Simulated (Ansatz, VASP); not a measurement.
## ZnTe3O in VASP and in Ansatz

```
Zn Te O
1.0
     6.46248    0.00000    0.00000
    -3.23124    5.59667    0.00000
     0.00000    0.00000    3.48310
Zn Te O
1 3 1
Direct
  0.00000 0.00000 0.00000
  0.50000 0.50000 0.50000
  0.00000 0.50000 0.50000
  0.50000 0.00000 0.50000
  0.00000 0.00000 0.50000
```

Alike in both runs: functional PBE; k mesh 6 × 6 × 10; occupations gaussian, width 0.1 eV; no spin polarisation.

Ansatz relaxed the structure, and its values are those at the end. VASP's run is a single point on that final structure, the one shown.

|  | VASP | Ansatz |
| --- | --- | --- |
| version | VASP 6.6.1 | Ansatz 0.2.0 |
| potentials or method | VASP PAW PBE potentials, release 64 (Zn, Te, O), cutoff 520 eV | scalar-relativistic, plane waves, PAW |
| valence electrons in the cell | 36 | 66 |

Ansatz gave:

```
gap on the k mesh at the Fermi level (eV) : none
pressure (GPa)                            : 0.0
```

Task: Which values does VASP return?

Result: gap on the k mesh at the Fermi level (eV): none; pressure (GPa): 0.3.

A gap of «none» marks a metal or a gap that the smearing closes. VASP's potentials hold 36 valence electrons a cell and Ansatz's 66, so a difference there can come from the potentials and not from the codes.

Spin-orbit coupling is off throughout.
